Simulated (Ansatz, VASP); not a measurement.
## One calculation of Na, two programs

The input INCAR:

```
SYSTEM = Na
ALGO = Normal
EDIFF = 1E-7
ENCUT = 520
GGA = PS
ISIF = 2
ISMEAR = -1
LASPH = .TRUE.
LCHARG = .FALSE.
LREAL = .FALSE.
LWAVE = .FALSE.
NBANDS = 14
NELM = 80
PREC = Accurate
SIGMA = 0.1
```

The input KPOINTS:

```
k-points
0
G
  8 8 8
  0 0 0
```

The input POSCAR:

```
Na
1.0
    0.0000000000      3.8392180115      3.8392180115
    3.8392180115      0.0000000000      3.8392180115
    3.8392180115      3.8392180115      0.0000000000
Na
2
Direct
    0.1250000000      0.1250000000      0.1250000000
    0.8750000000      0.8750000000      0.8750000000
```

Input for Ansatz:

```yaml
crystal:
  lattice:
    - [0.0, 3.8392180115, 3.8392180115]
    - [3.8392180115, 0.0, 3.8392180115]
    - [3.8392180115, 3.8392180115, 0.0]
  atoms:
    - { symbol: Na, position: [0.125, 0.125, 0.125] }
    - { symbol: Na, position: [0.875, 0.875, 0.875] }
hamiltonian:
  xc: pbesol
  pseudopotentials:
    kind: paw
    azcp:
      Na: "pseudopotentials/Na.paw.azcp"
basis:
  ecutwfc: 420
  fft_grid_basis: typed
kpoints:
  mp_grid: { grid: [8, 8, 8], shift: [0, 0, 0] }
magnetization:
  spin_polarized: false
scf:
  occupations: { method: fermi_dirac, width: 0.1 }
  lower_state_search: "off"
output:
  stress: true
  write_density: true
  write_potential: true
  elf: true
  volumetric_format: npy
```

Alike in both runs: task single point; functional PBEsol; k mesh 8 × 8 × 8; occupations fermi-dirac, width 0.1 eV; no spin polarisation.

```csv
,VASP,Ansatz
version,VASP 6.6.1,Ansatz 0.2.0
potentials or method,"VASP PAW PBE potentials, release 64 (Na_pv), cutoff 520 eV","plane waves (420 eV) with PAW, scalar-relativistic"
valence electrons in the cell,14,18
```

|  | VASP | Ansatz | Ansatz less VASP |
| --- | --- | --- | --- |
| pressure (GPa) | -0.2 | -0.2 | 0.00 |

VASP's potentials were made for PBE, not for PBEsol, and Ansatz warns of the same on its side. With one functional, cell and mesh, what is left measures potentials, basis and numerics. VASP's potentials hold 14 valence electrons a cell and Ansatz's 18, so a difference there can come from the potentials and not from the codes.
